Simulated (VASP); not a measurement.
A run of VASP 6.6.1:

The input POSCAR:

```
KCl
1.0
    5.3438035568      0.0000000000      0.0000000000
   -2.6719017784      4.6278696330      0.0000000000
    0.0000000000      0.0000000000      6.2391673426
K Cl
2 2
Direct
    0.3333333333      0.6666666667     -0.0625000000
    0.6666666667      0.3333333333      0.4375000000
    0.3333333333      0.6666666667      0.4375000000
    0.6666666667      0.3333333333      0.9375000000
```

File INCAR.step1:

```
SYSTEM = KCl
ALGO     = Normal         ! electronic algorithm
EDIFF    = 1E-4           ! SCF threshold, eV
ENCUT    = 520            ! plane-wave cutoff, eV
GGA      = PE             ! functional
ISMEAR   = 0              ! smearing method
LASPH    = .True.         ! aspherical terms in the spheres
LCHARG   = .False.        ! write CHGCAR
LREAL    = .False.        ! projectors in reciprocal space
LWAVE    = .True.         ! write WAVECAR
NBANDS   = 24             ! bands
NELM     = 60             ! most SCF steps
PREC     = Accurate       ! precision mode
SIGMA    = 0.01           ! smearing width, eV
```

Contents of INCAR.step2:

```
SYSTEM = KCl
ALGO     = Normal         ! electronic algorithm
EDIFF    = 1E-6           ! SCF threshold, eV
ENCUT    = 520            ! plane-wave cutoff, eV
ISIF     = 2              ! what is computed and relaxed
ISMEAR   = 0              ! smearing method
ISTART   = 1            
LASPH    = .True.         ! aspherical terms in the spheres
LCHARG   = .True.         ! write CHGCAR
LELF     = .True.         ! ELF
LMIXTAU  = .True.       
LREAL    = .False.        ! projectors in reciprocal space
LVHAR    = .True.       
LWAVE    = .False.        ! write WAVECAR
METAGGA  = R2SCAN         ! meta-GGA
NBANDS   = 24             ! bands
NELM     = 60             ! most SCF steps
PREC     = Accurate       ! precision mode
SIGMA    = 0.01           ! smearing width, eV
```

File KPOINTS:

```
k-points
0
Gamma
  6 6 4
  0 0 0
```

Potentials or basis: VASP PAW PBE potentials, release 64 (K_sv, Cl).

Run with:

```sh
$ cat potpaw_PBE.64/K_sv/POTCAR potpaw_PBE.64/Cl/POTCAR > POTCAR
$ cp INCAR.step1 INCAR
$ mpirun -np 1 vasp_std > vasp.out
$ cp INCAR.step2 INCAR
$ mpirun -np 1 vasp_std > vasp.out
```

Hardware: 1 thread of AMD EPYC 9R45 96-Core Processor (Zen 5), on a shared host.

Estimate the wall time of this run.

It took 4.2 min on 1 thread of AMD EPYC 9R45 96-Core Processor (Zen 5) (shared host), peak memory 0.28 GiB. Counts: k points 21.
